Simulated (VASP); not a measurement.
# GaN: single point with LDA

Crystal: GaN.

```
Ga N
1.0
     0.00000    2.05350    2.05350
     2.05350    0.00000    2.05350
     2.05350    2.05350    0.00000
Ga N
1 1
Cartesian
  0.0000 0.0000 0.0000
  2.0535 2.0535 2.0535
```

```
Program                : VASP 6.6.1
Task                   : single point
Functional             : LDA
Potentials or basis    : VASP PAW LDA potentials, release 64 (Ga_d, N)
Cutoff                 : 600 eV
k mesh                 : 12 × 12 × 12
Occupations            : gaussian, width 0.02 eV
Spin                   : no spin polarisation
Dipole correction      : no
Further INCAR settings : ALGO = Normal; EDIFF = 1e-06; NBANDS = 16
```

* Pressure: 16.7 GPa
* Band gap on the k mesh: 0.98 eV (least direct gap 3.98 eV)

Levels at points of the mesh, in eV from the valence-band top:
| k point | band 7 | band 8 | band 9 | band 10 | band 11 | band 12 |
| --- | --- | --- | --- | --- | --- | --- |
| (0.00, 0.00, 0.00) | -0.63 | -0.63 | -0.63 | 3.34 | 15.17 | 15.17 |
| (0.50, 0.00, 0.00) | -8.80 | -0.16 | -0.16 | 5.04 | 9.39 | 9.39 |
| (0.50, 0.50, 0.00) | -7.88 | -3.42 | -3.42 | 0.98 | 7.85 | 12.65 |

Run time: 30 s on 1 thread of Intel Xeon 8259CL, on a shared host, peak memory 0.15 GiB.

Caveat: the cell stands under pressure. A k mesh can miss the band edges.
